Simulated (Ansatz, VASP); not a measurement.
## WS: VASP beside Ansatz

File INCAR:

```
SYSTEM = WS
  PREC = Accurate
  ENCUT = 520
  EDIFF = 1E-6
  ISMEAR = 0
  SIGMA = 0.05
  LREAL = .False.
  LASPH = .True.
  NELM = 80
  ALGO = Normal
  ISIF = 2
  LWAVE = .False.
  LCHARG = .False.
  LDIPOL = .True.
  IDIPOL = 3
  DIPOL = 0.5 0.5 0.500
  GGA = PE
  NBANDS = 28
```

Contents of KPOINTS:

```
regular mesh
0
Gamma
  9 9 1
  0 0 0
```

File POSCAR:

```
WS
1.0
    3.1885197112      0.0000000000      0.0000000000
   -1.5942598556      2.7613390704      0.0000000000
    0.0000000000      0.0000000000     19.9506691894
W S
2 2
Direct
    0.3333333333      0.6666666667      0.0751854480
    0.3333333333      0.6666666667      0.9248145520
    0.6666666667      0.3333333333      0.1539259678
    0.6666666667      0.3333333333      0.8460740322
```

Input for Ansatz:

```yaml
crystal:
  lattice:
    - [3.1885197112, 0.0, 0.0]
    - [-1.5942598556, 2.7613390704, 0.0]
    - [0.0, 0.0, 19.9506691894]
  atoms:
    - { symbol: W, position: [0.3333333333, 0.6666666667, 0.075185448] }
    - { symbol: S, position: [0.6666666667, 0.3333333333, 0.1539259678] }
    - { symbol: S, position: [0.6666666667, 0.3333333333, 0.8460740322] }
    - { symbol: W, position: [0.3333333333, 0.6666666667, 0.924814552] }
basis:
  ecutwfc: 420
kpoints:
  mp_grid: { grid: [9, 9, 1] }
hamiltonian:
  xc: pbe
scf:
  occupations: { method: gaussian, width: 0.05 }
  max_iter: 84
output:
  forces: true
  stress: true
  eigenvalues: true
efield:
  axis: 3
  dipole_correction: true
  ramp_width: 0.04
```

Alike in both runs: task single point; functional PBE; k mesh 9 × 9 × 1; occupations gaussian, width 0.05 eV; no spin polarisation.

|  | VASP | Ansatz |
| --- | --- | --- |
| version | VASP 6.6.1 | Ansatz 0.2.0 |
| potentials or method | VASP PAW PBE potentials, release 64 (W_sv, S), cutoff 520 eV | scalar-relativistic, plane waves, PAW |
| valence electrons in the cell | 40 | 40 |

Ansatz gave:

- gap on the k mesh at the Fermi level (eV): none
- rms of the force components (eV/Å): 0.651

Estimate VASP's values.

gap on the k mesh at the Fermi level (eV): none; rms of the force components (eV/Å): 0.646.

A gap of «none» marks a metal or a gap that the smearing closes.

Neither program's run includes spin-orbit coupling.
